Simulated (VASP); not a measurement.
# Mg (P6_3/mmc) in VASP: notebook

Mg is run at these levels: r2SCAN; tasks: single point.

Program: VASP 6.6.1. These are calculated values, not measurements. Logs are shortened: lines on timing, memory, paths and dates and some standing lists are left out, and cuts for length are marked.

## (1) The cell of the first run

Symmetry: P6_3/mmc, No. 194, hexagonal system. The conventional cell has a = 3.019 Å, b = 3.019 Å, c = 4.920 Å, α = 90.00°, β = 90.00°, γ = 120.00°. Mg (site symmetry -6m2) has 12 Mg at 3.01 to 3.02 Å within 4.0 Å.

## (2) Single point, r2SCAN

File POSCAR:

```
Mg
1.0
    3.0188525759      0.0000000000      0.0000000000
   -1.5094262880      2.6144030210      0.0000000000
    0.0000000000      0.0000000000      4.9196164927
Mg
2
Direct
    0.3333333333      0.6666666667      0.2500000000
    0.6666666667      0.3333333333      0.7500000000
```

File INCAR.step1:

```
SYSTEM = Mg
PREC     = Accurate       ! precision mode
ENCUT    = 520            ! plane-wave cutoff, eV
ISMEAR   = 0              ! smearing method
SIGMA    = 0.1            ! smearing width, eV
LREAL    = .FALSE.        ! projectors in reciprocal space
LASPH    = .TRUE.         ! aspherical terms in the spheres
NELM     = 100            ! most SCF steps
NBANDS   = 9              ! bands
GGA      = PE             ! functional
ALGO     = Normal         ! electronic algorithm
EDIFF    = 1E-4           ! SCF threshold, eV
LWAVE    = .TRUE.         ! write WAVECAR
LCHARG   = .FALSE.        ! write CHGCAR
```

File INCAR.step2:

```
SYSTEM = Mg
PREC     = Accurate       ! precision mode
ENCUT    = 520            ! plane-wave cutoff, eV
EDIFF    = 1E-6           ! SCF threshold, eV
ISMEAR   = 0              ! smearing method
SIGMA    = 0.1            ! smearing width, eV
LREAL    = .FALSE.        ! projectors in reciprocal space
LASPH    = .TRUE.         ! aspherical terms in the spheres
NELM     = 100            ! most SCF steps
ALGO     = Normal         ! electronic algorithm
ISIF     = 2              ! what is computed and relaxed
LWAVE    = .FALSE.        ! write WAVECAR
LCHARG   = .FALSE.        ! write CHGCAR
METAGGA  = R2SCAN         ! meta-GGA
LMIXTAU  = .TRUE.       
NBANDS   = 9              ! bands
ISTART   = 1
```

File KPOINTS:

```
Automatic mesh
0
G
  9 9 4
  0 0 0
```

Potentials or basis: VASP PAW PBE potentials, release 64 (Mg).

The run is started by

```bash
$ cat potpaw_PBE.64/Mg/POTCAR > POTCAR
$ cp INCAR.step1 INCAR
$ mpirun -np 1 vasp_std > vasp.out
$ cp INCAR.step2 INCAR
$ mpirun -np 1 vasp_std > vasp.out
```

OUTCAR:

```text
SYSTEM = Mg
   PREC = Accurate
   ENCUT = 520
   EDIFF = 1E-6
   ISMEAR = 0
   LREAL = .FALSE.
   LASPH = .TRUE.
   NELM = 100
   ISIF = 2
   METAGGA = R2SCAN
   ISTART = 1

 ion  position               nearest neighbor table
   1  0.333  0.667  0.250-   2 3.01   2 3.01   2 3.01   2 3.01   2 3.01   2 3.01
   2  0.667  0.333  0.750-   1 3.01   1 3.01   1 3.01   1 3.01   1 3.01   1 3.01

  LATTYP: Found a hexagonal cell.
 ALAT       =     3.0188525759
 C/A-ratio  =     1.6296312486

  Lattice vectors:

 A1 = (   3.0188525759,   0.0000000000,   0.0000000000)
 A2 = (  -1.5094262880,   2.6144030210,   0.0000000000)
 A3 = (   0.0000000000,   0.0000000000,   4.9196164927)

Analysis of symmetry for initial positions (statically):
=====================================================================
 Subroutine PRICEL returns:
 Original cell was already a primitive cell.

 Routine SETGRP: Setting up the symmetry group for a
 hexagonal supercell.

 Subroutine GETGRP returns: Found 24 space group operations
 (whereof 12 operations were pure point group operations)
 out of a pool of 24 trial point group operations.

The static configuration has the point symmetry D_3d.
 The point group associated with its full space group is D_6h.

Analysis of symmetry for dynamics (positions and initial velocities):
=====================================================================
 Subroutine PRICEL returns:
 Original cell was already a primitive cell.

 Routine SETGRP: Setting up the symmetry group for a
 hexagonal supercell.

 Subroutine GETGRP returns: Found 24 space group operations
 (whereof 12 operations were pure point group operations)
 out of a pool of 24 trial point group operations.

The dynamic configuration has the point symmetry D_3d.
 The point group associated with its full space group is D_6h.

 Subroutine INISYM returns: Found 24 space group operations
 (whereof 12 operations are pure point group operations),
 and found     1 'primitive' translations

----------------------------------------------------------------------------------------

                                     Primitive cell

  volume of cell :      38.8281

  direct lattice vectors                    reciprocal lattice vectors
     3.018852576  0.000000000  0.000000000     0.331251684  0.191248249  0.000000000
    -1.509426288  2.614403021  0.000000000     0.000000000  0.382496498  0.000000000
     0.000000000  0.000000000  4.919616493     0.000000000  0.000000000  0.203267877

  length of vectors
     3.018852576  3.018852576  4.919616493     0.382496498  0.382496498  0.203267877

  position of ions in fractional coordinates (direct lattice)
     0.333333333  0.666666667  0.250000000
     0.666666667  0.333333333  0.750000000

  ion indices of the primitive-cell ions
   primitive index   ion index
                 1           1
                 2           2

----------------------------------------------------------------------------------------

 KPOINTS: Automatic mesh

Automatic generation of k-mesh.
 Grid dimensions read from file:
 generate k-points for:    9    9    4

 Generating k-lattice:

  Cartesian coordinates                     Fractional coordinates (reciprocal lattice)
     0.036805743  0.021249805  0.000000000     0.111111111  0.000000000  0.000000000
     0.000000000  0.042499611  0.000000000     0.000000000  0.111111111  0.000000000
     0.000000000  0.000000000  0.050816969     0.000000000  0.000000000  0.250000000

  Length of vectors
     0.042499611  0.042499611  0.050816969

  Shift w.r.t. Gamma in fractional coordinates (k-lattice)
     0.000000000  0.000000000  0.000000000

 Subroutine IBZKPT returns following result:
 ===========================================

 Found     36 irreducible k-points:

 Following reciprocal coordinates:
            Coordinates               Weight
  0.000000  0.000000  0.000000      1.000000
  0.111111 -0.000000  0.000000      6.000000
  0.222222  0.000000  0.000000      6.000000
  0.333333  0.000000  0.000000      6.000000
  0.444444  0.000000  0.000000      6.000000
  0.111111  0.111111  0.000000      6.000000
[... 16 lines left out ...]
  0.333333  0.222222  0.250000     24.000000
  0.333333  0.333333  0.250000      4.000000
 [... further k-points ...]
   k-points           NKPTS =     36   k-points in BZ     NKDIM =     36   number of bands    NBANDS=      9
   number of dos      NEDOS =    301   number of ions     NIONS =      2
   total plane-waves  NPLWV =  23040
   dimension x,y,z NGX =    24 NGY =   24 NGZ =   40
   dimension x,y,z NGXF=    48 NGYF=   48 NGZF=   80
   ions per type =               2
   NGX,Y,Z   is equivalent  to a cutoff of  13.22, 13.22, 13.52 a.u.
   NGXF,Y,Z  is equivalent  to a cutoff of  26.43, 26.43, 27.03 a.u.
 SYSTEM =  Mg
   PREC   = accura    normal or accurate (medium, high low for compatibility)
   ISTART =      1    job   : 0-new  1-cont  2-samecut
   ICHARG =      0    charge: 1-file 2-atom 10-const
   ISPIN  =      1    spin polarized calculation?
   LNONCOLLINEAR =      F non collinear calculations
   LSORBIT =      F    spin-orbit coupling
   LASPH  =      T    aspherical Exc in radial PAW
   ENCUT  =  520.0 eV  38.22 Ry    6.18 a.u.   5.61  5.61  9.15*2*pi/ulx,y,z
   NELM   =    100;   NELMIN=  2; NELMDL=  0     # of ELM steps
   EDIFF  = 0.1E-05   stopping-criterion for ELM
   LREAL  =      F    real-space projection
   EDIFFG = 0.1E-04   stopping-criterion for IOM
   NSW    =      0    number of steps for IOM
   IBRION =     -1    ionic relax: 0-MD 1-quasi-New 2-CG
   NFREE  =      0    steps in history (QN), initial steepest desc. (CG)
   ISIF   =      2    stress and relaxation
   ISYM   =      2    0-nonsym 1-usesym 2-fastsym
   POTIM  = 0.5000    time-step for ionic-motion
   TEBEG  =    0.0;   TEEND  =   0.0 temperature during run
   PSTRESS=    0.0 pullay stress
   NELECT =       4.0000    total number of electrons
   NUPDOWN=      -1.0000    fix difference up-down
   EMIN   =  10.00;   EMAX   =-10.00  energy-range for DOS
   EFERMI =   0.00;   METHOD = LEGACY
   ISMEAR =     0;   SIGMA  =   0.10  broadening in eV -4-tet -1-fermi 0-gaus
   EFERMI_NEDOS =   21; number of points for ismear=-14 and -15
   IALGO  =     38    algorithm
   IMIX   =      4    mixing-type and parameters
     AMIX     =   0.40;   BMIX     =  1.00
     AMIX_MAG =   1.60;   BMIX_MAG =  1.00
  volume/ion in A,a.u.               =      19.41       131.01
  Fermi-wavevector in a.u.,A,eV,Ry     =   0.767443  1.450257  8.013411  0.588969
  Thomas-Fermi vector in A             =   1.868001
   LORBIT       =      0    0 simple, 1 ext, 2 COOP (PROOUT), +10 PAW based schemes
   METAGGA = R2SCAN    functional components
   LHFCALC =     F    Hartree Fock is set to
   AEXX    =    0.0000 exact exchange contribution
   IVDW    =     0    specifies the selected vdW correction
   LEPSILON=     F    determine dielectric tensor
   LRPA    =     F    only Hartree local field effects (RPA)
 non-spin polarized calculation
 Gauss-broadening in eV      SIGMA  =   0.10
  energy-cutoff  :      520.00
  volume of cell :       38.83
 maximum number of plane-waves:      1087
 NGX is ok and might be reduce to    24
   NGX = 11   NGY = 11   NGZ = 19

 number of electron       4.0000000 magnetization

 Free energy of the ion-electron system (eV)
  ---------------------------------------------------
  ext. energy  EPLUGINS =         0.00000000
  ---------------------------------------------------
  free energy    TOTEN  =        -8.16205881 eV

  energy without entropy =       -8.15835392  energy(sigma->0) =       -8.16020636

 E-fermi :   3.4266     XC(G=0):  -9.6005

 val. band max:        3.3893902232   @ k =   0.2222   0.0000   0.0000
 cond. band min:       3.4343781491   @ k =   0.4444   0.1111   0.5000
 fundamental gap:      0.0449879259
 Fermi energy:         3.4266244986

 k-point     1 :       0.0000    0.0000    0.0000
  band No.  band energies     occupation
      1      -4.5835      2.00000
      2       1.3623      2.00000
      3       2.3496      2.00000
      4      16.3556      0.00000
      5      16.3556      0.00000
      6      16.8957      0.00000
      7      16.8957      0.00000
      8      17.1903      0.00000
      9      19.7426      0.00000

 k-point     2 :       0.1111   -0.0000    0.0000
  band No.  band energies     occupation
      1      -4.2945      2.00000
      2       1.6240      2.00000
      3       2.6189      2.00000
      4      12.8331      0.00000
      5      14.7907      0.00000
      6      15.4907      0.00000
      7      18.1761      0.00000
      8      18.3389      0.00000
      9      18.6679      0.00000

 k-point     3 :       0.2222    0.0000    0.0000
  band No.  band energies     occupation
      1      -3.4336      2.00000
      2       2.4106      2.00000
      3       3.3894      1.40151
      4       9.0635      0.00000
      5      13.3365      0.00000
      6      13.4166      0.00000
      7      14.3282      0.00000
      8      17.0133      0.00000
      9      18.2644      0.00000

 k-point     4 :       0.3333    0.0000    0.0000
  band No.  band energies     occupation
      1      -2.0189      2.00000
      2       3.7258      0.00002
      3       4.2220      0.00000
      4       6.1429      0.00000
      5      10.8874      0.00000
      6      11.1158      0.00000
      7      12.4966      0.00000
      8      15.2770      0.00000
      9      17.1618      0.00000
[... 205 lines left out ...]
 k-point    22 :       0.2222    0.2222    0.2500
  band No.  band energies     occupation
      1      -0.7872      2.00000
      2       2.2682      2.00000
      3       6.2746      0.00000
      4       6.4821      0.00000
      5       8.6156      0.00000
      6       9.9790      0.00000
      7      10.4866      0.00000
      8      15.7407      0.00000
      9      16.4098      0.00000

 k-point    23 :       0.3333    0.2222    0.2500
  band No.  band energies     occupation
      1       1.1058      2.00000
      2       3.2834      1.95712
      3       4.3792      0.00000
      4       5.7907      0.00000
      5       7.1679      0.00000
      6       9.1390      0.00000
      7      11.1247      0.00000
      8      13.4346      0.00000
      9      15.7618      0.00000

 k-point    24 :       0.3333    0.3333    0.2500
  band No.  band energies     occupation
      1       2.9657      2.00000
      2       3.2811      1.96041
      3       3.2811      1.96041
      4       6.0224      0.00000
      5       7.0047      0.00000
      6       7.0047      0.00000
      7      12.1729      0.00000
      8      13.6413      0.00000
      9      13.6413      0.00000

 [... further k-points ...]

------------------------ aborting loop because EDIFF is reached ----------------------------------------

  FORCE on cell =-STRESS in cart. coord.  units (eV):
  Direction    XX          YY          ZZ          XY          YZ          ZX
  --------------------------------------------------------------------------------------
  -------------------------------------------------------------------------------------
  Total        1.8729962      1.8729962      1.8740430     -0.0000000      0.0000000     -0.0000000
  in kB       77.2861687     77.2861687     77.3293647     -0.0000000      0.0000000     -0.0000000
  external PRESSURE =      77.3005674 kB  Pullay stress =       0.0000000 kB

 VOLUME and BASIS-vectors are now :
 -----------------------------------------------------------------------------
  energy-cutoff  :      520.00
  volume of cell :       38.83
      direct lattice vectors                 reciprocal lattice vectors
     3.018852576  0.000000000  0.000000000     0.331251684  0.191248249  0.000000000
    -1.509426288  2.614403021  0.000000000     0.000000000  0.382496498  0.000000000
     0.000000000  0.000000000  4.919616493     0.000000000  0.000000000  0.203267877

 POSITION                                       TOTAL-FORCE (eV/Angst)
 -----------------------------------------------------------------------------------
     -0.00000      1.74294      1.22990         0.000000      0.000000      0.000000
      1.50943      0.87147      3.68971        -0.000000     -0.000000      0.000000
 -----------------------------------------------------------------------------------
    total drift:                                0.000000     -0.000000      0.000000

  FREE ENERGIE OF THE ION-ELECTRON SYSTEM (eV)
  ---------------------------------------------------
  free  energy   TOTEN  =        -8.1620588092 eV

  energy  without entropy=       -8.1583539168  energy(sigma->0) =       -8.16020636
```

It took 45 s on 1 thread of Intel Xeon Platinum 8259CL at 2.50GHz (Skylake/Cascade Lake), shared host; peak memory 0.17 GiB.

Results:

| Quantity | Value |
| --- | --- |
| Free energy | -8.1621 eV |
| Pressure | 7.7 GPa |
| Band gap on the k mesh | zero (bands 2 and 3 overlap by 2.17 eV) |

Levels at points of the mesh, in eV from the Fermi level:
```tsv
k point	band 1	band 2	band 3	band 4	band 5
(0.00, 0.00, 0.00)	-8.01	-2.06	-1.08	12.93	12.93
(0.00, 0.00, 0.50)	-6.37	-6.37	6.01	6.01	13.71
```

Caveat: the cell stands under pressure; the PAW data sets were made with another functional, which shifts forces and pressure a little.

## (3) Single point, r2SCAN

File POSCAR:

```
Mg
1.0
    3.0300869509      0.0000000000      0.0000000000
   -1.5150434755      2.6241322751      0.0000000000
    0.0000000000      0.0000000000      4.8800515951
Mg
2
Direct
    0.3333333333      0.6666666667      0.2500000000
    0.6666666667      0.3333333333      0.7500000000
```

File INCAR.step1:

```
PREC = Accurate ; ENCUT = 520
ISMEAR = -1 ; SIGMA = 0.1
LREAL = False ; LASPH = True
NELM = 80 ; NBANDS = 9
GGA = PE ; ALGO = Normal
EDIFF = 1E-4 ; LWAVE = True
LCHARG = False
```

File INCAR.step2:

```
PREC = Accurate ; ENCUT = 520
EDIFF = 1E-6 ; ISMEAR = -1
SIGMA = 0.1 ; LREAL = False
LASPH = True ; NELM = 80
ALGO = Normal ; ISIF = 2
LWAVE = False ; LCHARG = False
METAGGA = R2SCAN ; LMIXTAU = True
NBANDS = 9 ; ISTART = 1
```

File KPOINTS:

```
Automatic mesh
0
Gamma
  18 18 8
```

Potentials or basis: VASP PAW PBE potentials, release 64 (Mg).

The run is started by

```bash
$ cat potpaw_PBE.64/Mg/POTCAR > POTCAR
$ cp INCAR.step1 INCAR
$ mpirun -np 1 vasp_std > vasp.out
$ cp INCAR.step2 INCAR
$ mpirun -np 1 vasp_std > vasp.out
```

Run time: 3 min. Hardware: 1 thread of Intel Xeon Platinum 8259CL at 2.50GHz (Skylake/Cascade Lake), shared host; peak memory 0.2 GiB.

The run converged. Its results:

| Property | Result |
| --- | --- |
| Free energy | -8.1800 eV |
| Pressure | 7.7 GPa |
| Band gap on the k mesh | zero (bands 2 and 3 overlap by 2.10 eV) |

Levels at points of the mesh, in eV from the Fermi level:
| k point | band 1 | band 2 | band 3 | band 4 | band 5 |
| --- | --- | --- | --- | --- | --- |
| (0.00, 0.00, 0.00) | -8.17 | -2.15 | -1.12 | 12.63 | 12.63 |
| (0.50, 0.00, 0.00) | -2.71 | -2.41 | 3.10 | 3.19 | 4.16 |
| (0.00, 0.00, 0.50) | -6.51 | -6.51 | 6.06 | 6.06 | 13.42 |
| (0.50, 0.00, 0.50) | -1.47 | -1.47 | -0.37 | -0.37 | 9.11 |

Caveat: the cell stands under pressure; the PAW data sets were made with another functional, which shifts forces and pressure a little.

## (4) Single point, r2SCAN

POSCAR is that of step 3.

File INCAR.step1:

```
SYSTEM = Mg
PREC = Accurate
ENCUT = 520
ISMEAR = -1
SIGMA = 0.1
LREAL = .False.
LASPH = .True.
NELM = 60
NBANDS = 9
GGA = PE
ALGO = Normal
EDIFF = 1E-4
LWAVE = .True.
LCHARG = .False.
```

File INCAR.step2:

```
SYSTEM = Mg
PREC = Accurate
ENCUT = 520
EDIFF = 1E-6
ISMEAR = -1
SIGMA = 0.1
LREAL = .False.
LASPH = .True.
NELM = 60
ALGO = Normal
ISIF = 2
LWAVE = .False.
LCHARG = .False.
METAGGA = R2SCAN
LMIXTAU = .True.
NBANDS = 9
ISTART = 1
```

File KPOINTS:

```
Automatic mesh
0
Gamma
  18 18 8
  0 0 0
```

The run is started by

```bash
$ cat potpaw_PBE.64/Mg/POTCAR > POTCAR
$ cp INCAR.step1 INCAR
$ mpirun -np 1 vasp_std > vasp.out
$ cp INCAR.step2 INCAR
$ mpirun -np 1 vasp_std > vasp.out
```

Run time: 2.9 min. Hardware: 1 thread of Intel Xeon Platinum 8259CL at 2.50GHz (Skylake/Cascade Lake), shared host; peak memory 0.21 GiB.

The run converged. Its results:

| Property | Result |
| --- | --- |
| Free energy | -8.1800 eV |
| Pressure | 7.7 GPa |
| Band gap on the k mesh | zero (bands 2 and 3 overlap by 2.10 eV) |

Levels at points of the mesh, in eV from the Fermi level:
| k point | band 1 | band 2 | band 3 | band 4 | band 5 |
| --- | --- | --- | --- | --- | --- |
| (0.00, 0.00, 0.00) | -8.17 | -2.15 | -1.12 | 12.63 | 12.63 |
| (0.50, 0.00, 0.00) | -2.71 | -2.41 | 3.10 | 3.19 | 4.16 |
| (0.00, 0.00, 0.50) | -6.51 | -6.51 | 6.06 | 6.06 | 13.42 |
| (0.50, 0.00, 0.50) | -1.47 | -1.47 | -0.37 | -0.37 | 9.11 |

Caveat: the cell stands under pressure; the PAW data sets were made with another functional, which shifts forces and pressure a little.
